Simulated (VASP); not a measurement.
# AlN (P6_3mc) in VASP: a series of runs

The runs below take AlN through relaxation of shape and atoms at fixed volume, with PBE.

Everything below comes from runs of VASP 6.6.1. Logs are shortened: lines on timing, memory, paths and dates and some standing lists are left out, and cuts for length are marked.

## Step 1: The cell of the first run

Symmetry: P6_3mc, No. 186, hexagonal system. The conventional cell has a = 3.007 Å, b = 3.007 Å, c = 4.785 Å, α = 90.00°, β = 90.00°, γ = 120.00°. Al (site symmetry 3m) has 4 N at 1.82 to 1.84 Å within 2.4 Å. N (site symmetry 3m) has 4 Al at 1.82 to 1.84 Å within 2.4 Å.

## Step 2: Relaxation of shape and atoms at fixed volume, PBE (volume scaled by 0.88)

The input, INCAR:

```
SYSTEM = AlN
ALGO = Normal
EDIFF = 1E-7
EDIFFG = -0.01
ENCUT = 600
GGA = PE
IBRION = 2
ISIF = 4
ISMEAR = 0
LASPH = .TRUE.
LCHARG = .FALSE.
LREAL = .FALSE.
LWAVE = .FALSE.
NELM = 100
NSW = 50
PREC = Accurate
SIGMA = 0.02
```

The input, KPOINTS:

```
k-points
0
G
  9 9 6
  0 0 0
```

The input, POSCAR:

```
AlN
1.0
    3.0072178773      0.0000000000      0.0000000000
   -1.5036089387      2.6043270765      0.0000000000
    0.0000000000      0.0000000000      4.7845041257
Al N
2 2
Direct
    0.3333333333      0.6666666667     -0.0018184296
    0.6666666667      0.3333333333      0.4981815704
    0.3333333333      0.6666666667      0.3818184296
    0.6666666667      0.3333333333      0.8818184296
```

Potentials or basis: VASP PAW PBE potentials, release 64 (Al, N).

Launch:

```sh
$ cat potpaw_PBE.64/Al/POTCAR potpaw_PBE.64/N/POTCAR > POTCAR
$ mpirun -np 1 vasp_std > vasp.out
```

OUTCAR:

```text
SYSTEM = AlN
   EDIFF = 1E-7
   EDIFFG = -0.01
   ENCUT = 600
   GGA = PE
   IBRION = 2
   ISIF = 4
   ISMEAR = 0
   LASPH = .TRUE.
   LREAL = .FALSE.
   NELM = 100
   NSW = 50
   PREC = Accurate

 ion  position               nearest neighbor table
   1  0.333  0.667  0.998-   4 1.82   4 1.82   4 1.82   3 1.84   2 2.96   2 2.96   2 2.96   2 2.96
                             2 2.96   2 2.96
   2  0.667  0.333  0.498-   3 1.82   3 1.82   3 1.82   4 1.84   1 2.96   1 2.96   1 2.96   1 2.96
                             1 2.96   1 2.96
   3  0.333  0.667  0.382-   2 1.82   2 1.82   2 1.82   1 1.84
   4  0.667  0.333  0.882-   1 1.82   1 1.82   1 1.82   2 1.84

  LATTYP: Found a hexagonal cell.
 ALAT       =     3.0072178773
 C/A-ratio  =     1.5910068113

  Lattice vectors:

 A1 = (   3.0072178773,   0.0000000000,   0.0000000000)
 A2 = (  -1.5036089387,   2.6043270765,   0.0000000000)
 A3 = (   0.0000000000,   0.0000000000,   4.7845041257)

Analysis of symmetry for initial positions (statically):
=====================================================================
 Subroutine PRICEL returns:
 Original cell was already a primitive cell.

 Routine SETGRP: Setting up the symmetry group for a
 hexagonal supercell.

 Subroutine GETGRP returns: Found 12 space group operations
 (whereof  6 operations were pure point group operations)
 out of a pool of 24 trial point group operations.

The static configuration has the point symmetry C_3v.
 The point group associated with its full space group is C_6v.

Analysis of symmetry for dynamics (positions and initial velocities):
=====================================================================
 Subroutine PRICEL returns:
 Original cell was already a primitive cell.

 Routine SETGRP: Setting up the symmetry group for a
 hexagonal supercell.

 Subroutine GETGRP returns: Found 12 space group operations
 (whereof  6 operations were pure point group operations)
 out of a pool of 24 trial point group operations.

The dynamic configuration has the point symmetry C_3v.
 The point group associated with its full space group is C_6v.

 Subroutine INISYM returns: Found 12 space group operations
 (whereof  6 operations are pure point group operations),
 and found     1 'primitive' translations

----------------------------------------------------------------------------------------

                                     Primitive cell

  volume of cell :      37.4712

  direct lattice vectors                    reciprocal lattice vectors
     3.007217877  0.000000000  0.000000000     0.332533272  0.191988174  0.000000000
    -1.503608939  2.604327077  0.000000000     0.000000000  0.383976348  0.000000000
     0.000000000  0.000000000  4.784504126     0.000000000  0.000000000  0.209008076

  length of vectors
     3.007217877  3.007217877  4.784504126     0.383976348  0.383976348  0.209008076

  position of ions in fractional coordinates (direct lattice)
     0.333333333  0.666666667  0.998181570
     0.666666667  0.333333333  0.498181570
     0.333333333  0.666666667  0.381818430
     0.666666667  0.333333333  0.881818430

  ion indices of the primitive-cell ions
   primitive index   ion index
                 1           1
                 2           2
                 3           3
                 4           4

----------------------------------------------------------------------------------------

 KPOINTS: k-points

Automatic generation of k-mesh.
 Grid dimensions read from file:
 generate k-points for:    9    9    6

 Generating k-lattice:

  Cartesian coordinates                     Fractional coordinates (reciprocal lattice)
     0.036948141  0.021332019  0.000000000     0.111111111  0.000000000  0.000000000
     0.000000000  0.042664039  0.000000000     0.000000000  0.111111111  0.000000000
     0.000000000  0.000000000  0.034834679     0.000000000  0.000000000  0.166666667

  Length of vectors
     0.042664039  0.042664039  0.034834679

  Shift w.r.t. Gamma in fractional coordinates (k-lattice)
     0.000000000  0.000000000  0.000000000

 Subroutine IBZKPT returns following result:
 ===========================================

 Found     48 irreducible k-points:

 Following reciprocal coordinates:
            Coordinates               Weight
  0.000000  0.000000  0.000000      1.000000
  0.111111  0.000000  0.000000      6.000000
  0.222222  0.000000  0.000000      6.000000
  0.333333 -0.000000  0.000000      6.000000
  0.444444  0.000000  0.000000      6.000000
  0.111111  0.111111  0.000000      6.000000
[... 16 lines left out ...]
  0.333333  0.222222  0.166667     24.000000
  0.333333  0.333333  0.166667      4.000000
 [... further k-points ...]
   k-points           NKPTS =     48   k-points in BZ     NKDIM =     48   number of bands    NBANDS=     12
   number of dos      NEDOS =    301   number of ions     NIONS =      4
   total plane-waves  NPLWV =  23040
   dimension x,y,z NGX =    24 NGY =   24 NGZ =   40
   dimension x,y,z NGXF=    48 NGYF=   48 NGZF=   80
   ions per type =               2   2
   NGX,Y,Z   is equivalent  to a cutoff of  13.27, 13.27, 13.90 a.u.
   NGXF,Y,Z  is equivalent  to a cutoff of  26.54, 26.54, 27.80 a.u.
 SYSTEM =  AlN
   PREC   = accura    normal or accurate (medium, high low for compatibility)
   ISTART =      0    job   : 0-new  1-cont  2-samecut
   ICHARG =      2    charge: 1-file 2-atom 10-const
   ISPIN  =      1    spin polarized calculation?
   LNONCOLLINEAR =      F non collinear calculations
   LSORBIT =      F    spin-orbit coupling
   LASPH  =      T    aspherical Exc in radial PAW
   ENCUT  =  600.0 eV  44.10 Ry    6.64 a.u.   6.01  6.01  9.56*2*pi/ulx,y,z
   NELM   =    100;   NELMIN=  2; NELMDL= -5     # of ELM steps
   EDIFF  = 0.1E-06   stopping-criterion for ELM
   LREAL  =      F    real-space projection
   EDIFFG = -.1E-01   stopping-criterion for IOM
   NSW    =     50    number of steps for IOM
   IBRION =      2    ionic relax: 0-MD 1-quasi-New 2-CG
   NFREE  =      1    steps in history (QN), initial steepest desc. (CG)
   ISIF   =      4    stress and relaxation
   ISYM   =      2    0-nonsym 1-usesym 2-fastsym
   POTIM  = 0.5000    time-step for ionic-motion
   TEBEG  =    0.0;   TEEND  =   0.0 temperature during run
   PSTRESS=    0.0 pullay stress
   NELECT =      16.0000    total number of electrons
   NUPDOWN=      -1.0000    fix difference up-down
   EMIN   =  10.00;   EMAX   =-10.00  energy-range for DOS
   EFERMI =   0.00;   METHOD = LEGACY
   ISMEAR =     0;   SIGMA  =   0.02  broadening in eV -4-tet -1-fermi 0-gaus
   EFERMI_NEDOS =   21; number of points for ismear=-14 and -15
   IALGO  =     38    algorithm
   IMIX   =      4    mixing-type and parameters
     AMIX     =   0.40;   BMIX     =  1.00
     AMIX_MAG =   1.60;   BMIX_MAG =  1.00
  volume/ion in A,a.u.               =       9.37        63.22
  Fermi-wavevector in a.u.,A,eV,Ry     =   1.232771  2.329599 20.677102  1.519724
  Thomas-Fermi vector in A             =   2.367528
   LORBIT       =      0    0 simple, 1 ext, 2 COOP (PROOUT), +10 PAW based schemes
   GGA     = PE    functional components
   LHFCALC =     F    Hartree Fock is set to
   AEXX    =    0.0000 exact exchange contribution
   IVDW    =     0    specifies the selected vdW correction
   LEPSILON=     F    determine dielectric tensor
   LRPA    =     F    only Hartree local field effects (RPA)
 conjugate gradient relaxation of ions
 non-spin polarized calculation
 Gauss-broadening in eV      SIGMA  =   0.02
  energy-cutoff  :      600.00
  volume of cell :       37.47
 maximum number of plane-waves:      1278
   NGX = 13   NGY = 13   NGZ = 19

--------------------------------------- Ionic step        1  -------------------------------------------

 number of electron      16.0000004 magnetization

 Free energy of the ion-electron system (eV)
  ---------------------------------------------------
  ext. energy  EPLUGINS =         0.00000000
  ---------------------------------------------------
  free energy    TOTEN  =       -29.33484632 eV

  energy without entropy =      -29.33484632  energy(sigma->0) =      -29.33484632

------------------------ aborting loop because EDIFF is reached ----------------------------------------

  FORCE on cell =-STRESS in cart. coord.  units (eV):
  Direction    XX          YY          ZZ          XY          YZ          ZX
  --------------------------------------------------------------------------------------
  -------------------------------------------------------------------------------------
  Total        7.3534199      7.3534199      7.2298524     -0.0000000      0.0000000      0.0000000
  in kB      314.4145213    314.4145214    309.1310700     -0.0000000      0.0000000      0.0000000
  external PRESSURE =     312.6533709 kB  Pullay stress =       0.0000000 kB
[... 137 lines left out ...]
  energy  without entropy=      -29.3351118103  energy(sigma->0) =      -29.33511181

--------------------------------------- Ionic step        5  -------------------------------------------

 number of electron      16.0000003 magnetization

 Free energy of the ion-electron system (eV)
  ---------------------------------------------------
  ext. energy  EPLUGINS =         0.00000000
  ---------------------------------------------------
  free energy    TOTEN  =       -29.33521656 eV

  energy without entropy =      -29.33521656  energy(sigma->0) =      -29.33521656

 E-fermi :   7.4794     XC(G=0): -11.3924

 val. band max:        7.3421930687   @ k =   0.0000   0.0000   0.0000
 cond. band min:      12.4167980190   @ k =   0.3333   0.3333   0.0000
 fundamental gap:      5.0746049503
 Fermi energy:         7.4793857010

 k-point     1 :       0.0000    0.0000    0.0000
  band No.  band energies     occupation
      1      -8.6242      2.00000
      2      -6.0731      2.00000
      3       0.7886      2.00000
      4       6.2649      2.00000
      5       6.2649      2.00000
      6       6.9700      2.00000
      7       6.9700      2.00000
      8       7.3422      2.00000
      9      12.4560      0.00000
     10      14.7952      0.00000
     11      18.8659      0.00000
     12      19.0864      0.00000
[... 331 lines left out ...]
 k-point    24 :       0.3333    0.3333    0.1667
  band No.  band energies     occupation
      1      -5.7150      2.00000
      2      -5.7150      2.00000
      3       2.0359      2.00000
      4       2.8452      2.00000
      5       2.8452      2.00000
      6       4.2951      2.00000
      7       5.2992      2.00000
      8       5.2992      2.00000
      9      12.8758      0.00000
     10      16.0144      0.00000
     11      17.0743      0.00000
     12      17.0743      0.00000

 [... further k-points ...]

------------------------ aborting loop because EDIFF is reached ----------------------------------------

  FORCE on cell =-STRESS in cart. coord.  units (eV):
  Direction    XX          YY          ZZ          XY          YZ          ZX
  --------------------------------------------------------------------------------------
  -------------------------------------------------------------------------------------
  Total        7.2886522      7.2886522      7.2874413     -0.0000000      0.0000000      0.0000000
  in kB      311.6452092    311.6452092    311.5934324     -0.0000000      0.0000000      0.0000000
  external PRESSURE =     311.6279503 kB  Pullay stress =       0.0000000 kB
[... 19 lines left out ...]
  FREE ENERGIE OF THE ION-ELECTRON SYSTEM (eV)
  ---------------------------------------------------
  free  energy   TOTEN  =       -29.3352165629 eV

  energy  without entropy=      -29.3352165629  energy(sigma->0) =      -29.33521656

 reached required accuracy - stopping structural energy minimisation
```

It took 25 s on 1 thread of Intel Xeon Platinum 8559C (Emerald Rapids), shared host; peak memory 0.17 GiB.

What came out:

| Property | Result |
| --- | --- |
| Free energy | -29.3352 eV |
| Energy gained by relaxing | 0.1 meV/atom |
| Ionic steps | 5 |
| Pressure after relaxing | 31.2 GPa |
| Band gap on the k mesh | 5.07 eV, indirect (least direct gap 5.11 eV) |

The path:
```tsv
step	energy change (eV)	largest force (eV/Å)	pressure (GPa)	volume (Å³)
1	0.0000	0.0306	31.27	37.47
2	-0.0002	0.0103	31.22	37.47
3	-0.0003	0.0148	31.17	37.47
4	-0.0003	0.0344	31.14	37.47
5	-0.0004	0.0007	31.16	37.47
```

Final structure:
```xyz
4
Lattice="3.0113 0.0000 0.0000 -1.5056 2.6078 0.0000 0.0000 0.0000 4.7716" Properties=species:S:1:pos:R:3 pbc="T T T"
Al    0.0000    1.7386    4.7597
Al    1.5056    0.8693    2.3739
N     0.0000    1.7386    1.8252
N     1.5056    0.8693    4.2110
```

Levels at points of the mesh, in eV from the valence-band top:
```
           k point  band 6  band 7  band 8  band 9  band 10  band 11
(0.00, 0.00, 0.00)   -0.37   -0.37    0.00    5.11     7.45    11.52
(0.00, 0.00, 0.50)   -0.74   -0.74   -0.74    7.32     7.32    11.20
```

Caveat: the cell differs from its parent crystal (volume scaled by 0.88).

## Step 3: Relaxation of shape and atoms at fixed volume, PBE (volume scaled by 0.91)

The input, INCAR:

```
SYSTEM = AlN
  ALGO = Normal
  EDIFF = 1E-6
  EDIFFG = -0.01
  ENCUT = 600
  GGA = PE
  IBRION = 2
  ISIF = 4
  ISMEAR = 0
  LASPH = .TRUE.
  LCHARG = .FALSE.
  LREAL = .FALSE.
  LWAVE = .FALSE.
  NELM = 80
  NSW = 50
  PREC = Accurate
  SIGMA = 0.02
```

KPOINTS is that of step 2.

The input, POSCAR:

```
AlN
1.0
    3.0378193134      0.0000000000      0.0000000000
   -1.5189096567      2.6308286975      0.0000000000
    0.0000000000      0.0000000000      4.8484348570
Al N
2 2
Direct
    0.3333333333      0.6666666667     -0.0014092454
    0.6666666667      0.3333333333      0.4985907546
    0.3333333333      0.6666666667      0.3814092454
    0.6666666667      0.3333333333      0.8814092454
```

Potentials or basis: VASP PAW PBE potentials, release 64 (Al, N).

Launch:

```sh
$ cat potpaw_PBE.64/Al/POTCAR potpaw_PBE.64/N/POTCAR > POTCAR
$ mpirun -np 1 vasp_std > vasp.out
```

It took 25 s on 1 thread of Intel Xeon Platinum 8559C (Emerald Rapids), shared host; peak memory 0.17 GiB.

The run converged. Its results:

- Free energy: -29.5458 eV
- Energy gained by relaxing: 0.1 meV/atom
- Ionic steps: 6
- Pressure after relaxing: 21.4 GPa
- Band gap on the k mesh: 4.84 eV, direct

The path:
```csv
step,energy change (eV),largest force (eV/Å),pressure (GPa),volume (Å³)
1,0.0000,0.0163,21.53,38.75
2,-0.0001,0.0198,21.48,38.75
3,-0.0002,0.0218,21.47,38.75
4,-0.0002,0.0224,21.46,38.75
5,-0.0002,0.0245,21.44,38.75
6,-0.0002,0.0004,21.45,38.75
```

Final structure:
```
Al N
1.0
     3.04085    0.00000    0.00000
    -1.52043    2.63346    0.00000
     0.00000    0.00000    4.83876
Al N
2 2
Cartesian
  0.0000 1.7556 4.8297
  1.5204 0.8778 2.4104
  0.0000 1.7556 1.8478
  1.5204 0.8778 4.2671
```

Levels at points of the mesh, in eV from the valence-band top:
```csv
k point,band 4,band 5,band 6,band 7,band 8,band 9,band 10,band 11,band 12
"(0.00, 0.00, 0.00)",-1.00,-1.00,-0.31,-0.31,0.00,4.84,7.22,11.24,11.58
"(0.00, 0.00, 0.50)",-3.47,-0.66,-0.66,-0.66,-0.66,7.06,7.06,10.93,10.93
```

Caveat: the cell differs from its parent crystal (volume scaled by 0.91).

## Step 4: Relaxation of shape and atoms at fixed volume, PBE (volume scaled by 0.94)

The input, INCAR:

```
SYSTEM = AlN
PREC = Accurate
ENCUT = 600
EDIFF = 1E-7
ISMEAR = 0
SIGMA = 0.02
LREAL = .False.
LASPH = .True.
NELM = 60
ALGO = Normal
ISIF = 4
LWAVE = .False.
LCHARG = .False.
GGA = PE
IBRION = 2
NSW = 50
EDIFFG = -0.01
```

The input, KPOINTS:

```
Automatic mesh
0
Gamma
  9 9 6
  0 0 0
```

The input, POSCAR:

```
AlN
1.0
    3.0677529415      0.0000000000      0.0000000000
   -1.5338764707      2.6567519799      0.0000000000
    0.0000000000      0.0000000000      4.9110136526
Al N
2 2
Direct
    0.3333333333      0.6666666667     -0.0009244750
    0.6666666667      0.3333333333      0.4990755250
    0.3333333333      0.6666666667      0.3809244750
    0.6666666667      0.3333333333      0.8809244750
```

Launch:

```sh
$ cat potpaw_PBE.64/Al/POTCAR potpaw_PBE.64/N/POTCAR > POTCAR
$ mpirun -np 1 vasp_std > vasp.out
```

Run time: 25 s. Hardware: 1 thread of Intel Xeon Platinum 8559C (Emerald Rapids), shared host; peak memory 0.18 GiB.

The run converged. Its results:

```
Free energy                  : -29.6843 eV
Energy gained by relaxing    : 0.1 meV/atom
Ionic steps                  : 3
Pressure after relaxing      : 13.1 GPa
Largest force after relaxing : 0.004 eV/Å
Band gap on the k mesh       : 4.56 eV, direct
```

Forces in eV/Å, atoms in the order of the input:
```
Al   0.000  0.000 -0.004
Al   0.000  0.000 -0.004
N    0.000  0.000  0.004
N    0.000  0.000  0.004
```

Stress tensor (GPa, compression positive):
```
13.04  0.00  0.00
 0.00 13.04  0.00
 0.00  0.00 13.14
```

Step by step:
```
step  energy change (eV)  largest force (eV/Å)  pressure (GPa)  volume (Å³)
   1              0.0000                0.0223           13.13        40.03
   2             -0.0002                0.0135           13.10        40.03
   3             -0.0002                0.0044           13.07        40.03
```

Final structure:
```xyz
4
Lattice="3.0709 0.0000 0.0000 -1.5354 2.6594 0.0000 0.0000 0.0000 4.9011" Properties=species:S:1:pos:R:3 pbc="T T T"
Al    0.0000    1.7730    4.8943
Al    1.5354    0.8865    2.4438
N     0.0000    1.7730    1.8691
N     1.5354    0.8865    4.3197
```

Levels at points of the mesh, in eV from the valence-band top:
```tsv
k point	band 4	band 5	band 6	band 7	band 8	band 9	band 10	band 11	band 12
(0.00, 0.00, 0.00)	-0.93	-0.93	-0.26	-0.26	0.00	4.56	6.98	10.96	11.40
(0.00, 0.00, 0.50)	-3.41	-0.61	-0.61	-0.61	-0.61	6.81	6.81	10.66	10.66
```

Caveat: the cell differs from its parent crystal (volume scaled by 0.94).

## Step 5: Relaxation of shape and atoms at fixed volume, PBE (volume scaled by 0.97)

The input, INCAR:

```
SYSTEM = AlN
  PREC = Accurate
  ENCUT = 600
  EDIFF = 1E-6
  ISMEAR = 0
  SIGMA = 0.02
  LREAL = .FALSE.
  LASPH = .TRUE.
  NELM = 80
  ALGO = Normal
  ISIF = 4
  LWAVE = .FALSE.
  LCHARG = .FALSE.
  GGA = PE
  IBRION = 2
  NSW = 50
  EDIFFG = -0.01
```

The input, KPOINTS:

```
Automatic mesh
0
G
  9 9 6
  0 0 0
```

The input, POSCAR:

```
AlN
1.0
    3.0986247640      0.0000000000      0.0000000000
   -1.5493123820      2.6834877624      0.0000000000
    0.0000000000      0.0000000000      4.9672704881
Al N
2 2
Direct
    0.3333333333      0.6666666667     -0.0007713538
    0.6666666667      0.3333333333      0.4992286462
    0.3333333333      0.6666666667      0.3807713538
    0.6666666667      0.3333333333      0.8807713538
```

Launch:

```sh
$ cat potpaw_PBE.64/Al/POTCAR potpaw_PBE.64/N/POTCAR > POTCAR
$ mpirun -np 1 vasp_std > vasp.out
```

Wall time 33 s (1 thread of Intel Xeon Platinum 8559C (Emerald Rapids), shared host); peak memory 0.18 GiB.

Results (log left out):

| Item | Value |
| --- | --- |
| Free energy | -29.7607 eV |
| Energy gained by relaxing | 0.0 meV/atom |
| Ionic steps | 5 |
| Pressure after relaxing | 5.8 GPa |
| Band gap on the k mesh | 4.30 eV, direct |

Final structure:
```
Al N
1.0
     3.10044    0.00000    0.00000
    -1.55022    2.68506    0.00000
     0.00000    0.00000    4.96144
Al N
2 2
Direct
  0.33333 0.66667 0.99897
  0.66667 0.33333 0.49897
  0.33333 0.66667 0.38103
  0.66667 0.33333 0.88103
```

Levels at points of the mesh, in eV from the valence-band top:
```csv
k point,band 6,band 7,band 8,band 9,band 10,band 11
"(0.00, 0.00, 0.00)",-0.23,-0.23,0.00,4.30,6.74,10.70
"(0.00, 0.00, 0.50)",-0.57,-0.57,-0.57,6.56,6.56,10.41
```

Caveat: the cell differs from its parent crystal (volume scaled by 0.97). A k mesh can miss the band edges.

## Step 6: Overview

```csv
cell,gap on the mesh (eV),pressure (GPa)
"relaxed from a = 3.007, b = 3.007, c = 4.785 Å, angles 90.0, 90.0, 120.0°, 4 atoms",5.07,31.2
"relaxed from a = 3.038, b = 3.038, c = 4.848 Å, angles 90.0, 90.0, 120.0°, 4 atoms",4.84,21.4
"relaxed from a = 3.068, b = 3.068, c = 4.911 Å, angles 90.0, 90.0, 120.0°, 4 atoms",4.56,13.1
"relaxed from a = 3.099, b = 3.099, c = 4.967 Å, angles 90.0, 90.0, 120.0°, 4 atoms",4.30,5.8
```

Alike in all rows: task relaxation of shape and atoms at fixed volume; level PBE; potentials or basis VASP PAW PBE potentials, release 64 (Al, N); no spin polarisation; k mesh 9 × 9 × 6; cutoff (eV) 600; smearing gaussian 0.02 eV.

Total energies depend on the potentials used, so only differences within one code and one set of settings carry meaning.
